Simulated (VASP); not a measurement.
Here is a VASP 6.6.1 calculation.

File INCAR:

```
SYSTEM = SnO2
ALGO = Normal ; EDIFF = 1E-6
ENCUT = 520 ; GGA = PE
ISIF = 2 ; ISMEAR = 0
LASPH = .TRUE. ; LCHARG = .FALSE.
LREAL = .FALSE. ; LWAVE = .FALSE.
NBANDS = 64 ; NELM = 100
PREC = Accurate ; SIGMA = 0.05
```

KPOINTS

```
k-points
0
G
  6 6 6
  0 0 0
```

File POSCAR:

```
SnO2
1.0
    4.7852461638      0.0000000000      0.0000000000
    0.0000000000      5.3694946812      0.0000000000
    0.0000000000      0.0000000000      5.2998413943
Sn O
4 8
Direct
    0.5000000000      0.6651654903      0.7500000000
    0.0000000000      0.8348345097      0.2500000000
    0.5000000000      0.3348345097      0.2500000000
    0.0000000000      0.1651654903      0.7500000000
    0.7301204269      0.6070551965      0.0781681516
    0.2301204269      0.8929448035      0.9218318484
    0.7698795731      0.8929448035      0.5781681516
    0.2698795731      0.6070551965      0.4218318484
    0.7301204269      0.3929448035      0.5781681516
    0.2301204269      0.1070551965      0.4218318484
    0.7698795731      0.1070551965      0.0781681516
    0.2698795731      0.3929448035      0.9218318484
```

Potentials or basis: VASP PAW PBE potentials, release 64 (Sn_d, O).

The run is started by

```sh
$ cat potpaw_PBE.64/Sn_d/POTCAR potpaw_PBE.64/O/POTCAR > POTCAR
$ mpirun -np 1 vasp_std > vasp.out
```

Q: Estimate the largest force.

A: 0.429 eV/Å.

Q: Estimate the pressure.

A: 19.2 GPa.

Q: What does it give for the band gap on the k mesh?

A: 1.63 eV (least direct gap 1.64 eV).

Stress tensor (GPa, compression positive):
```
15.24  0.00  0.00
 0.00 29.09  0.00
 0.00  0.00 13.32
```

Caveat: the stress differs along the axes, from 13 to 29 GPa; spin-orbit coupling is left out, which moves the levels of the heavy elements. A k mesh can miss the band edges.
